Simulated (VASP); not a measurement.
# Cr (I4/mmm) in VASP: a series of runs, part 2 of 2

VASP 6.6.1. The steps go on from the part before.

### Step 5. Single point, PBEsol (strain +0.0175 x Voigt [1, 1, 0, 0, 0, 0])

The input, INCAR:

```
PREC = Accurate
ENCUT = 520
EDIFF = 1E-6
ISMEAR = 0
SIGMA = 0.15
LREAL = False
LASPH = True
NELM = 100
ALGO = Fast
ISIF = 2
LWAVE = False
LCHARG = True
GGA = PS
LELF = True
LVHAR = True
NBANDS = 12
```

The input, KPOINTS:

```
Automatic mesh
0
Gamma
  22 22 22
```

The input, POSCAR:

```
Cr
1.0
    0.0000000000      1.8722000000      1.8400000000
    1.8722000000      0.0000000000      1.8400000000
    1.8722000000      1.8722000000      0.0000000000
Cr
1
Direct
    0.0000000000      0.0000000000      0.0000000000
```

Potentials or basis: VASP PAW PBE potentials, release 64 (Cr_pv).

Launch:

```console
$ cat potpaw_PBE.64/Cr_pv/POTCAR > POTCAR
$ mpirun -np 1 vasp_std > vasp.out
```

OUTCAR:

```text
PREC = Accurate
   ENCUT = 520
   EDIFF = 1E-6
   ISMEAR = 0
   LREAL = False
   LASPH = True
   NELM = 100
   ISIF = 2
   GGA = PS

 ion  position               nearest neighbor table
   1  0.000  0.000  0.000-

  LATTYP: Found a body centered tetragonal cell.
 ALAT       =     2.6476906315
 C/A-ratio  =     1.3898904790

  Lattice vectors:

 A1 = (   0.0000000000,  -1.8722000000,  -1.8400000000)
 A2 = (   0.0000000000,   1.8722000000,  -1.8400000000)
 A3 = (   1.8722000000,   0.0000000000,   1.8400000000)

Analysis of symmetry for initial positions (statically):
=====================================================================
 Subroutine PRICEL returns:
 Original cell was already a primitive cell.

 Routine SETGRP: Setting up the symmetry group for a
 body centered tetragonal supercell.

 Subroutine GETGRP returns: Found 16 space group operations
 (whereof 16 operations were pure point group operations)
 out of a pool of 16 trial point group operations.

The static configuration has the point symmetry D_4h.

Analysis of symmetry for dynamics (positions and initial velocities):
=====================================================================
 Subroutine PRICEL returns:
 Original cell was already a primitive cell.

 Routine SETGRP: Setting up the symmetry group for a
 body centered tetragonal supercell.

 Subroutine GETGRP returns: Found 16 space group operations
 (whereof 16 operations were pure point group operations)
 out of a pool of 16 trial point group operations.

The dynamic configuration has the point symmetry D_4h.

 Subroutine INISYM returns: Found 16 space group operations
 (whereof 16 operations are pure point group operations),
 and found     1 'primitive' translations

----------------------------------------------------------------------------------------

                                     Primitive cell

  volume of cell :      12.8989

  direct lattice vectors                    reciprocal lattice vectors
     0.000000000  1.872200000  1.840000000    -0.267065484  0.267065484  0.271739130
     1.872200000  0.000000000  1.840000000     0.267065484 -0.267065484  0.271739130
     1.872200000  1.872200000  0.000000000     0.267065484  0.267065484 -0.271739130

  length of vectors
     2.625020541  2.625020541  2.647690631     0.465284968  0.465284968  0.465284968

  position of ions in fractional coordinates (direct lattice)
     0.000000000  0.000000000  0.000000000

  ion indices of the primitive-cell ions
   primitive index   ion index
                 1           1

----------------------------------------------------------------------------------------

 KPOINTS: Automatic mesh

Automatic generation of k-mesh.
 Grid dimensions read from file:
 generate k-points for:   22   22   22

 Generating k-lattice:

  Cartesian coordinates                     Fractional coordinates (reciprocal lattice)
    -0.012139340  0.012139340  0.012351779     0.045454545  0.000000000  0.000000000
     0.012139340 -0.012139340  0.012351779     0.000000000  0.045454545  0.000000000
     0.012139340  0.012139340 -0.012351779     0.000000000  0.000000000  0.045454545

  Length of vectors
     0.021149317  0.021149317  0.021149317

  Shift w.r.t. Gamma in fractional coordinates (k-lattice)
     0.000000000  0.000000000  0.000000000

 Subroutine IBZKPT returns following result:
 ===========================================

 Found    834 irreducible k-points:

 Following reciprocal coordinates:
            Coordinates               Weight
  0.000000  0.000000  0.000000      1.000000
  0.045455 -0.000000  0.000000      8.000000
  0.090909 -0.000000  0.000000      8.000000
  0.136364 -0.000000  0.000000      8.000000
  0.181818  0.000000  0.000000      8.000000
  0.227273 -0.000000  0.000000      8.000000
[... 16 lines left out ...]
  0.500000  0.045455  0.000000      8.000000
 -0.454545  0.045455  0.000000      8.000000
 [... further k-points ...]
   k-points           NKPTS =    834   k-points in BZ     NKDIM =    834   number of bands    NBANDS=     12
   number of dos      NEDOS =    301   number of ions     NIONS =      1
   total plane-waves  NPLWV =   8000
   dimension x,y,z NGX =    20 NGY =   20 NGZ =   20
   dimension x,y,z NGXF=    40 NGYF=   40 NGZF=   40
   ions per type =               1
   NGX,Y,Z   is equivalent  to a cutoff of  12.67, 12.67, 12.56 a.u.
   NGXF,Y,Z  is equivalent  to a cutoff of  25.33, 25.33, 25.12 a.u.
 SYSTEM =  unknown system
   PREC   = accura    normal or accurate (medium, high low for compatibility)
   ISTART =      0    job   : 0-new  1-cont  2-samecut
   ICHARG =      2    charge: 1-file 2-atom 10-const
   ISPIN  =      1    spin polarized calculation?
   LNONCOLLINEAR =      F non collinear calculations
   LSORBIT =      F    spin-orbit coupling
   LASPH  =      T    aspherical Exc in radial PAW
   ENCUT  =  520.0 eV  38.22 Ry    6.18 a.u.   4.88  4.88  4.92*2*pi/ulx,y,z
   NELM   =    100;   NELMIN=  2; NELMDL= -5     # of ELM steps
   EDIFF  = 0.1E-05   stopping-criterion for ELM
   LREAL  =      F    real-space projection
[... 7 lines left out ...]
   TEBEG  =    0.0;   TEEND  =   0.0 temperature during run
   PSTRESS=    0.0 pullay stress
   NELECT =      12.0000    total number of electrons
   NUPDOWN=      -1.0000    fix difference up-down
   EMIN   =  10.00;   EMAX   =-10.00  energy-range for DOS
   EFERMI =   0.00;   METHOD = LEGACY
   ISMEAR =     0;   SIGMA  =   0.15  broadening in eV -4-tet -1-fermi 0-gaus
   EFERMI_NEDOS =   21; number of points for ismear=-14 and -15
   IALGO  =     68    algorithm
   IMIX   =      4    mixing-type and parameters
     AMIX     =   0.40;   BMIX     =  1.00
     AMIX_MAG =   1.60;   BMIX_MAG =  1.00
  volume/ion in A,a.u.               =      12.90        87.05
  Fermi-wavevector in a.u.,A,eV,Ry     =   1.598151  3.020067 34.750458  2.554087
  Thomas-Fermi vector in A             =   2.695646
   LORBIT       =      0    0 simple, 1 ext, 2 COOP (PROOUT), +10 PAW based schemes
   GGA     = PS    functional components
   LHFCALC =     F    Hartree Fock is set to
   AEXX    =    0.0000 exact exchange contribution
   IVDW    =     0    specifies the selected vdW correction
   LEPSILON=     F    determine dielectric tensor
   LRPA    =     F    only Hartree local field effects (RPA)
 non-spin polarized calculation
 RMM-DIIS sequential band-by-band and
 Gauss-broadening in eV      SIGMA  =   0.15
  energy-cutoff  :      520.00
  volume of cell :       12.90
 maximum number of plane-waves:       360
   NGX =  9   NGY =  9   NGZ =  9

 number of electron      11.9999993 magnetization

 Free energy of the ion-electron system (eV)
  ---------------------------------------------------
  ext. energy  EPLUGINS =         0.00000000
  ---------------------------------------------------
  free energy    TOTEN  =        -9.72291310 eV

  energy without entropy =       -9.69945207  energy(sigma->0) =       -9.71118258

 E-fermi :   9.1009     XC(G=0): -13.1863

 val. band max:        9.0968751319   @ k =   0.2273   0.0909   0.0000
 cond. band min:       9.1012578878   @ k =   0.2273   0.0000   0.0455
 fundamental gap:      0.0043827559
 Fermi energy:         9.1009254763

 k-point     1 :       0.0000    0.0000    0.0000
  band No.  band energies     occupation
      1     -33.2651      2.00000
      2     -33.2651      2.00000
      3     -33.2578      2.00000
      4       1.8655      2.00000
      5       8.6876      1.99990
      6       8.6876      1.99990
      7       8.8206      1.99179
      8      10.1901      0.00000
      9      10.3427      0.00000
     10      16.5135      0.00000
     11      28.3852      0.00000
     12      33.2909      0.00000

 k-point     2 :       0.0455   -0.0000    0.0000
  band No.  band energies     occupation
      1     -33.2769      2.00000
      2     -33.2670      2.00000
      3     -33.2611      2.00000
      4       1.9440      2.00000
      5       8.6683      1.99995
      6       8.7130      1.99974
      7       8.8294      1.98952
      8      10.1774      0.00000
      9      10.3275      0.00000
     10      16.5135      0.00000
     11      28.3969      0.00000
     12      32.6215      0.00000
[... 316 lines left out ...]
 k-point    24 :      -0.4545    0.0455    0.0000
  band No.  band energies     occupation
      1     -33.9023      2.00000
      2     -33.3584      2.00000
      3     -33.3482      2.00000
      4       5.5475      2.00000
      5       8.5852      2.00000
      6       8.6186      1.99999
      7       9.5147      0.00010
      8      11.3250      0.00000
      9      11.5813      0.00000
     10      16.5068      0.00000
     11      17.6968      0.00000
     12      27.3366      0.00000

 [... further k-points ...]
[... 5 lines left out ...]
  --------------------------------------------------------------------------------------
  -------------------------------------------------------------------------------------
  Total       -1.8208315     -1.8208315     -2.2003142      0.0000000      0.0000000      0.0000000
  in kB     -226.1663750   -226.1663750   -273.3021144      0.0000000      0.0000000      0.0000000
  external PRESSURE =    -241.8782882 kB  Pullay stress =       0.0000000 kB

 VOLUME and BASIS-vectors are now :
 -----------------------------------------------------------------------------
  energy-cutoff  :      520.00
  volume of cell :       12.90
      direct lattice vectors                 reciprocal lattice vectors
     0.000000000  1.872200000  1.840000000    -0.267065484  0.267065484  0.271739130
     1.872200000  0.000000000  1.840000000     0.267065484 -0.267065484  0.271739130
     1.872200000  1.872200000  0.000000000     0.267065484  0.267065484 -0.271739130

 POSITION                                       TOTAL-FORCE (eV/Angst)
 -----------------------------------------------------------------------------------
      0.00000      0.00000      0.00000         0.000000      0.000000      0.000000
 -----------------------------------------------------------------------------------
    total drift:                               -0.000000     -0.000000     -0.000000

  FREE ENERGIE OF THE ION-ELECTRON SYSTEM (eV)
  ---------------------------------------------------
  free  energy   TOTEN  =        -9.7229130957 eV

  energy  without entropy=       -9.6994520667  energy(sigma->0) =       -9.71118258
```

stdout:

```text
POSCAR found type information on POSCAR Cr
 POSCAR found :  1 types and       1 ions
 scaLAPACK will be used
 -----------------------------------------------------------------------------
|                                                                             |
|                                                                             |
|     You enforced a specific xc type in the INCAR file but a different       |
|     I HOPE YOU KNOW WHAT YOU ARE DOING!                                     |
|                                                                             |
 -----------------------------------------------------------------------------

 LDA part: xc-table for (Slater+PW92), standard interpolation
 POSCAR, INCAR and KPOINTS ok, starting setup
 FFT: planning ... GRIDC
 FFT: planning ... GRID_SOFT
 FFT: planning ... GRID
 WAVECAR not read
 entering main loop
```

Wall time 71 s (1 thread of AMD EPYC 9R45 (Zen 5), shared host); peak memory 0.2 GiB.

Results:

```yaml
Free_energy: -9.7229 eV
Pressure: -24.2 GPa
Band_gap_on_the_k_mesh: zero (bands 6 and 7 overlap by 2.55 eV)
```

Stress tensor (GPa, compression positive):
```
-22.62   0.00   0.00
  0.00 -22.62   0.00
  0.00   0.00 -27.33
```

Caveat: the cell differs from its parent crystal (strain +0.0175 x Voigt [1, 1, 0, 0, 0, 0]); the cell stands under tension; the PAW data sets were made with another functional, which shifts forces and pressure a little; the run has no spin polarisation, though such a crystal can be magnetic.

### Step 6. Single point, PBEsol (strain +0.0200 x Voigt [1, 1, 0, 0, 0, 0])

The input, INCAR:

```
PREC = Accurate ; ENCUT = 520
EDIFF = 1E-6 ; ISMEAR = 0
SIGMA = 0.15 ; LREAL = F
LASPH = T ; NELM = 100
ALGO = Normal ; ISIF = 2
LWAVE = F ; LCHARG = F
GGA = PS ; NBANDS = 12
```

KPOINTS is that of step 5.

The input, POSCAR:

```
Cr
1.0
    0.0000000000      1.8768000000      1.8400000000
    1.8768000000      0.0000000000      1.8400000000
    1.8768000000      1.8768000000      0.0000000000
Cr
1
Direct
    0.0000000000      0.0000000000      0.0000000000
```

Potentials or basis: VASP PAW PBE potentials, release 64 (Cr_pv).

Launch:

```console
$ cat potpaw_PBE.64/Cr_pv/POTCAR > POTCAR
$ mpirun -np 1 vasp_std > vasp.out
```

It took 61 s on 1 thread of AMD EPYC 9R45 (Zen 5), shared host; peak memory 0.2 GiB.

The run converged. Its results:

* Free energy: -9.7138 eV
* Pressure: -25.0 GPa
* Band gap on the k mesh: zero (bands 6 and 7 overlap by 2.52 eV)

Stress tensor (GPa, compression positive):
```
-23.26   0.00   0.00
  0.00 -23.26   0.00
  0.00   0.00 -28.58
```

Levels at points of the mesh, in eV from the Fermi level:
```tsv
k point	band 3	band 4	band 5	band 6	band 7	band 8	band 9	band 10
(0.00, 0.00, 0.00)	-42.37	-7.22	-0.42	-0.42	-0.27	1.07	1.24	7.41
(0.50, 0.00, 0.00)	-42.45	-3.58	-0.57	-0.40	0.66	2.20	2.27	7.40
(0.50, 0.50, 0.00)	-42.62	-3.68	-2.92	2.19	2.53	2.53	3.60	7.40
(0.50, 0.00, 0.50)	-42.58	-3.68	-2.88	2.19	2.46	2.58	3.16	7.40
```

Caveat: the cell differs from its parent crystal (strain +0.0200 x Voigt [1, 1, 0, 0, 0, 0]); the stress differs along the axes, from -29 to -23 GPa; the PAW data sets were made with another functional, which shifts forces and pressure a little; the run has no spin polarisation, though such a crystal can be magnetic. Spin polarisation is off, so any magnetic state and its effect on volume and gap are missing.

### Step 7. Overview

```tsv
cell	gap on the mesh (eV)	pressure (GPa)
a = 2.609, b = 2.609, c = 2.615 Å, angles 59.9, 59.9, 60.2°, 1 atom	none	-20.3
a = 2.615, b = 2.615, c = 2.628 Å, angles 59.8, 59.8, 60.3°, 1 atom	none	-22.0
a = 2.622, b = 2.622, c = 2.641 Å, angles 59.8, 59.8, 60.5°, 1 atom	none	-23.4
a = 2.625, b = 2.625, c = 2.648 Å, angles 59.7, 59.7, 60.6°, 1 atom	none	-24.2
a = 2.628, b = 2.628, c = 2.654 Å, angles 59.7, 59.7, 60.7°, 1 atom	none	-25.0
```

Alike in all rows: task single point; level PBEsol; potentials or basis VASP PAW PBE potentials, release 64 (Cr_pv); no spin polarisation; k mesh 22 × 22 × 22; cutoff (eV) 520; smearing gaussian 0.15 eV.

Caveats: the PAW data sets were made with another functional, which shifts forces and pressure a little; the run has no spin polarisation, though such a crystal can be magnetic; the cell stands under tension (at least some runs); the stress differs along the axes, from -29 to -23 GPa (at least some runs).

Total energies depend on the potentials used, so only differences within one code and one set of settings carry meaning.
